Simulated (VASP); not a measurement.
# B (R-3m) in VASP: further runs, part 2 of 2

VASP 6.6.1.

### Step 3. Single point, PBE

This run uses another cell than the first one, of 7.32 Å³/atom.

INCAR

```
  ALGO = Normal
  EDIFF = 1E-6
  ENCUT = 500
  GGA = PE
  GGA_COMPAT = False
  ISIF = 2
  ISMEAR = 0
  LASPH = True
  LCHARG = False
  LREAL = False
  LWAVE = False
  NBANDS = 14
  NELM = 120
  PREC = Accurate
  SIGMA = 0.1
```

KPOINTS

```
k-points
0
Gamma
  12 12 12
```

POSCAR

```
B
1.0
    1.4258032372      0.8231878828      4.1569397655
   -1.4258032372      0.8231878828      4.1569397655
    0.0000000000     -1.6463757656      4.1569397655
B
4
Direct
    0.9336481262      0.9336481262      0.9336481262
    0.1982521799      0.1982521799      0.1982521799
    0.8017478201      0.8017478201      0.8017478201
    0.0663518738      0.0663518738      0.0663518738
```

Potentials or basis: VASP PAW PBE potentials, release 64 (B).

Run with:

```
$ cat potpaw_PBE.64/B/POTCAR > POTCAR
$ mpirun -np 1 vasp_std > vasp.out
```

OUTCAR:

```text
EDIFF = 1E-6
   ENCUT = 500
   GGA = PE
   ISIF = 2
   ISMEAR = 0
   LASPH = True
   LREAL = False
   NELM = 120
   PREC = Accurate

 ion  position               nearest neighbor table
   1  0.934  0.934  0.934-   3 1.64   4 1.65   2 1.86   2 1.86   2 1.86
   2  0.198  0.198  0.198-   4 1.64   3 1.83   3 1.83   3 1.83   1 1.86   1 1.86   1 1.86
   3  0.802  0.802  0.802-   1 1.64   2 1.83   2 1.83   2 1.83   4 1.86   4 1.86   4 1.86
   4  0.066  0.066  0.066-   2 1.64   1 1.65   3 1.86   3 1.86   3 1.86

  LATTYP: Found a trigonal (rhomboedric) cell.
 ALAT       =     4.4710962163
 COS(alpha) =     0.7966139524

  Lattice vectors:

 A1 = (   1.4258032372,   0.8231878828,   4.1569397655)
 A2 = (  -1.4258032372,   0.8231878828,   4.1569397655)
 A3 = (   0.0000000000,  -1.6463757656,   4.1569397655)

Analysis of symmetry for initial positions (statically):
=====================================================================
 Subroutine PRICEL returns:
 Original cell was already a primitive cell.

 Routine SETGRP: Setting up the symmetry group for a
 trigonal (rhombohedral) supercell.

[... 188 lines left out ...]
      9      12.3076      0.00000
     10      12.7276      0.00000
     11      12.7276      0.00000
     12      17.0185      0.00000
     13      17.0185      0.00000
     14      19.3816      0.00000
[... 377 lines left out ...]
      1      -5.4437      2.00000
      2      -4.2328      2.00000
      3      -0.5536      2.00000
      4       0.8330      2.00000
      5       1.5046      2.00000
      6       2.7663      2.00000
      7       5.2541      2.00000
      8      10.4739      0.00000
      9      13.1729      0.00000
     10      15.4733      0.00000
     11      16.6212      0.00000
     12      18.6599      0.00000
     13      19.3527      0.00000
     14      19.9624      0.00000

 [... further k-points ...]

------------------------ aborting loop because EDIFF is reached ----------------------------------------

  FORCE on cell =-STRESS in cart. coord.  units (eV):
  Direction    XX          YY          ZZ          XY          YZ          ZX
  --------------------------------------------------------------------------------------
  -------------------------------------------------------------------------------------
  Total        0.0071549      0.0071549      0.0261863      0.0000000      0.0000000      0.0000000
  in kB        0.3915918      0.3915918      1.4331793      0.0000000      0.0000000      0.0000000
  external PRESSURE =       0.7387877 kB  Pullay stress =       0.0000000 kB

 VOLUME and BASIS-vectors are now :
 -----------------------------------------------------------------------------
  energy-cutoff  :      500.00
  volume of cell :       29.27
      direct lattice vectors                 reciprocal lattice vectors
     1.425803237  0.823187883  4.156939765     0.350679524  0.202464917  0.080187193
    -1.425803237  0.823187883  4.156939765    -0.350679524  0.202464917  0.080187193
     0.000000000 -1.646375766  4.156939765     0.000000000 -0.404929835  0.080187193

 POSITION                                       TOTAL-FORCE (eV/Angst)
 -----------------------------------------------------------------------------------
      0.00000      0.00000     11.64336         0.000000     -0.000000      0.026163
      0.00000      0.00000      2.47237         0.000000      0.000000      0.009067
      0.00000      0.00000      9.99845         0.000000      0.000000     -0.009067
      0.00000      0.00000      0.82746         0.000000      0.000000     -0.026163
 -----------------------------------------------------------------------------------
    total drift:                                0.000000     -0.000000      0.000000

  FREE ENERGIE OF THE ION-ELECTRON SYSTEM (eV)
  ---------------------------------------------------
  free  energy   TOTEN  =       -26.1129215154 eV

  energy  without entropy=      -26.1099085011  energy(sigma->0) =      -26.11141501
```

OSZICAR:

```text
N       E                     dE             d eps       ncg     rms          rms(c)
DAV:   1     0.660031353468E+01    0.66003E+01   -0.53695E+03  5292   0.745E+02
DAV:   2    -0.262741014838E+02   -0.32874E+02   -0.31071E+02  7036   0.146E+02
DAV:   3    -0.271593842219E+02   -0.88528E+00   -0.88065E+00  6946   0.187E+01
DAV:   4    -0.271615747157E+02   -0.21905E-02   -0.21903E-02  6008   0.103E+00
DAV:   5    -0.271615817365E+02   -0.70208E-05   -0.70212E-05  6928   0.541E-02    0.605E+00
DAV:   6    -0.263681903961E+02    0.79339E+00   -0.54476E-01  6564   0.439E+00    0.346E+00
DAV:   7    -0.261132033067E+02    0.25499E+00   -0.48263E-01  7026   0.411E+00    0.727E-01
DAV:   8    -0.261126938671E+02    0.50944E-03   -0.20249E-02  6126   0.101E+00    0.240E-01
DAV:   9    -0.261129026411E+02   -0.20877E-03   -0.10546E-03  6548   0.233E-01    0.339E-02
DAV:  10    -0.261129164876E+02   -0.13846E-04   -0.72963E-05  6582   0.553E-02    0.113E-02
DAV:  11    -0.261129214779E+02   -0.49904E-05   -0.12077E-05  6522   0.244E-02    0.243E-03
DAV:  12    -0.261129215154E+02   -0.37435E-07   -0.27635E-07  3594   0.400E-03
   1 F= -.26112922E+02 E0= -.26111415E+02  d E =-.301301E-02
```

Wall time 2.2 min (1 thread of Intel Xeon Platinum 8488C (Sapphire Rapids), shared host); peak memory 0.22 GiB.

Results:

```
Free energy            : -26.1129 eV
Pressure               : 0.1 GPa
Largest force          : 0.026 eV/Å
Band gap on the k mesh : zero (bands 6 and 7 overlap by 5.30 eV)
```

Forces in eV/Å, atoms in the order of the input:
```
B    0.000  0.000  0.026
B    0.000  0.000  0.009
B    0.000  0.000 -0.009
B    0.000  0.000 -0.026
```

Stress tensor (GPa, compression positive):
```
0.04 0.00 0.00
0.00 0.04 0.00
0.00 0.00 0.14
```

### Step 4. Relaxation of cell and atoms, PBE

INCAR

```
SYSTEM = B
PREC     = Accurate       ! precision mode
ENCUT    = 500            ! plane-wave cutoff, eV
EDIFF    = 1E-7           ! SCF threshold, eV
ISMEAR   = 0              ! smearing method
SIGMA    = 0.1            ! smearing width, eV
LREAL    = .False.        ! projectors in reciprocal space
LASPH    = .True.         ! aspherical terms in the spheres
NELM     = 120            ! most SCF steps
ALGO     = Normal         ! electronic algorithm
ISIF     = 3              ! what is computed and relaxed
LWAVE    = .False.        ! write WAVECAR
LCHARG   = .False.        ! write CHGCAR
GGA      = PE             ! functional
IBRION   = 2              ! ionic algorithm
NSW      = 80             ! ionic steps
EDIFFG   = -0.05          ! ionic threshold
GGA_COMPAT= .False.      
NELMIN   = 4
```

KPOINTS

```
regular mesh
0
Gamma
  12 12 12
  0 0 0
```

POSCAR

```
B
1.0
    1.3108049919      0.7567936149      9.1149035441
   -1.3108049919      0.7567936149      9.1149035441
    0.0000000000     -1.5135872299      9.1149035441
B
4
Direct
    0.9175619941      0.9175619941      0.9175619941
    0.2508919214      0.2508919214      0.2508919214
    0.7491080786      0.7491080786      0.7491080786
    0.0824380059      0.0824380059      0.0824380059
```

Run with:

```
$ cat potpaw_PBE.64/B/POTCAR > POTCAR
$ mpirun -np 1 vasp_std > vasp.out
```

It took 61 min on 1 thread of Intel Xeon Platinum 8488C (Sapphire Rapids), shared host; peak memory 0.73 GiB.

It converged, with:

| Property | Result |
| --- | --- |
| Free energy | -21.7395 eV |
| Relaxed volume | 16.85 Å³/atom |
| Relaxed cell | a = 9.263 Å, b = 9.263 Å, c = 9.263 Å, α = 18.16°, β = 18.16°, γ = 18.16° |
| Space group after relaxing (to 0.1 Å) | R-3m (No. 166) |
| Energy gained by relaxing | 502.8 meV/atom |
| Ionic steps | 4 |
| Pressure after relaxing | -0.2 GPa |
| Band gap on the k mesh | zero (bands 6 and 7 overlap by 2.62 eV) |

Stress tensor (GPa, compression positive):
```
-0.39  0.00  0.00
 0.00 -0.39  0.00
 0.00  0.00  0.05
```

Step by step:
```csv
step,energy change (eV),largest force (eV/Å),pressure (GPa),volume (Å³)
1,0.0000,0.0021,38.83,54.25
2,-0.5866,0.0029,-16.00,83.11
3,-2.0081,0.0015,-1.10,67.90
4,-2.0113,0.0015,-0.24,67.40
```

Final structure:
```
B
1.0
     1.46163    0.84388    9.10744
    -1.46163    0.84388    9.10744
     0.00000   -1.68775    9.10744
B
4
Direct
  0.91756 0.91756 0.91756
  0.25089 0.25089 0.25089
  0.74911 0.74911 0.74911
  0.08244 0.08244 0.08244
```

Levels at points of the mesh, in eV from the Fermi level:
```
           k point  band 3  band 4  band 5  band 6  band 7  band 8  band 9  band 10
(0.00, 0.00, 0.00)   -2.67   -1.84    2.07    2.07    2.07    2.07    4.99     8.48
(0.50, 0.00, 0.00)   -5.60   -5.56   -0.48   -0.48    1.48    1.90    4.22     4.81
(0.50, 0.50, 0.00)   -5.58   -5.57   -0.49   -0.48    1.63    1.74    4.40     4.59
(0.50, 0.50, 0.50)   -2.31   -2.26    2.07    2.07    2.07    2.07    6.32     6.42
```

Caveat: the volume moved by over 15 % at a fixed basis, so the end points are rough.

### Step 5. Overview

| task | cell | k mesh | gap on the mesh (eV) | pressure (GPa) |
| --- | --- | --- | --- | --- |
| single point | a = 9.240 Å, angles 16.3°, 4 atoms, atomic positions A | 6 × 6 × 6 | none | 36.9 |
| single point | a = 4.471 Å, angles 37.2°, 4 atoms, atomic positions B | 12 × 12 × 12 | none | 0.1 |
| relaxation of cell and atoms | relaxed from a = 9.240 Å, angles 16.3°, 4 atoms, atomic positions A | 12 × 12 × 12 | none | -0.2 |

Alike in all rows: level PBE; potentials or basis VASP PAW PBE potentials, release 64 (B); no spin polarisation; cutoff (eV) 500; smearing gaussian 0.1 eV.

Caveats: some runs use coarse meshes; the volume moved by over 15 % at a fixed basis, so the end points are rough (at least some runs).

Total energies depend on the potentials used, so only differences within one code and one set of settings carry meaning.
